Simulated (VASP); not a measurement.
Input of a VASP 6.6.1 run:

Contents of INCAR:

```
ALGO = Normal
EDIFF = 1E-6
EDIFFG = -0.005
ENCUT = 600
GGA = PE
IBRION = 2
ISIF = 3
ISMEAR = 0
IVDW = 12
LASPH = True
LCHARG = False
LREAL = False
LWAVE = False
NELM = 60
NSW = 100
PREC = Accurate
SIGMA = 0.1
```

KPOINTS

```
k-points
0
Gamma
  12 12 12
```

POSCAR

```
Sb
1.0
    2.1506003320      1.2416496806      3.7440000000
   -2.1506003320      1.2416496806      3.7440000000
    0.0000000000     -2.4832993611      3.7440000000
Sb
2
Direct
    0.2336400000      0.2336400000      0.2336400000
    0.7663600000      0.7663600000      0.7663600000
```

Potentials or basis: VASP PAW PBE potentials, release 64 (Sb).

Launch:

```sh
$ cat potpaw_PBE.64/Sb/POTCAR > POTCAR
$ mpirun -np 1 vasp_std > vasp.out
```

Task: What does it give for the space group after relaxing (to 0.05 Å)?

Result: R-3m (No. 166).

Task: Predict the relaxed volume.

Result: 29.71 Å³/atom.

Task: Predict the band gap on the k mesh.

Result: Zero (band 5 reaches 7.53 eV, above the bottom of band 6 at 7.30 eV).

Task: What does it give for the dispersion energy per atom?

Result: -0.481 eV.

Step by step:
```tsv
step	energy change (eV)	largest force (eV/Å)	pressure (GPa)	volume (Å³)
1	0.0000	0.2603	0.55	59.99
2	-0.0040	0.0595	-0.70	60.88
3	-0.0042	0.0924	-0.50	60.73
4	-0.0072	0.0554	-0.29	60.24
5	-0.0092	0.0049	0.12	59.37
6	-0.0092	0.0030	0.10	59.40
7	-0.0094	0.0189	-0.07	59.52
8	-0.0094	0.0180	-0.07	59.51
9	-0.0094	0.0018	0.03	59.41
10	-0.0094	0.0048	0.02	59.43
```

Caveat: spin-orbit coupling is left out, which moves the levels of the heavy elements; pairwise dispersion overbinds metals, which lowers pressure and volume.
